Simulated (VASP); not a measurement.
## MoS2: single point with PBE+D3(BJ)

System: MoS2, a slab with vacuum.

```
CELL_PARAMETERS angstrom
3.19840 0.00000 0.00000
-1.59920 2.71558 0.00000
0.00000 0.00000 32.41157
ATOMIC_POSITIONS crystal
S 0.00230 0.00459 0.45093
S 0.33104 0.66207 0.54907
Mo 0.66667 0.33333 0.50000
```

This cell differs from its parent crystal: strain along x +0.020, then relaxed in part.

```
Program             : VASP 6.6.1
Task                : single point
Functional          : PBE
Dispersion          : D3(BJ)
Potentials or basis : VASP PAW PBE potentials, release 64 (S, Mo_sv)
Cutoff              : 520 eV
k mesh              : 18 × 18 × 1
Occupations         : gaussian, width 0.1 eV
Spin                : no spin polarisation
```

```
Largest force                   : 0.008 eV/Å
Band gap on the k mesh          : zero (bands 13 and 14 overlap by 0.67 eV)
Dispersion energy per atom      : -0.316 eV
Work function of the upper face : 5.05 eV
Work function of the lower face : 5.05 eV
```

Forces in eV/Å, atoms in the order of the input:
```
S    0.000  0.004  0.007
S    0.000 -0.004 -0.007
Mo   0.000  0.000  0.000
```

Levels at points of the mesh, in eV from the Fermi level:
```
           k point  band 11  band 12  band 13  band 14  band 15  band 16
(0.00, 0.00, 0.00)    -1.03    -1.02    -0.82    -0.26    -0.11     3.16
(0.50, 0.00, 0.00)    -2.91    -2.20    -1.50     1.08     1.80     3.38
(0.00, 0.50, 0.00)    -2.80    -2.13    -1.73     1.15     1.81     3.32
```

Wall time 14 min on 1 thread of Intel Xeon 8259CL (shared host), peak memory 0.71 GiB.

Caveat: the cell differs from its parent crystal (strain along x +0.020, then relaxed in part).
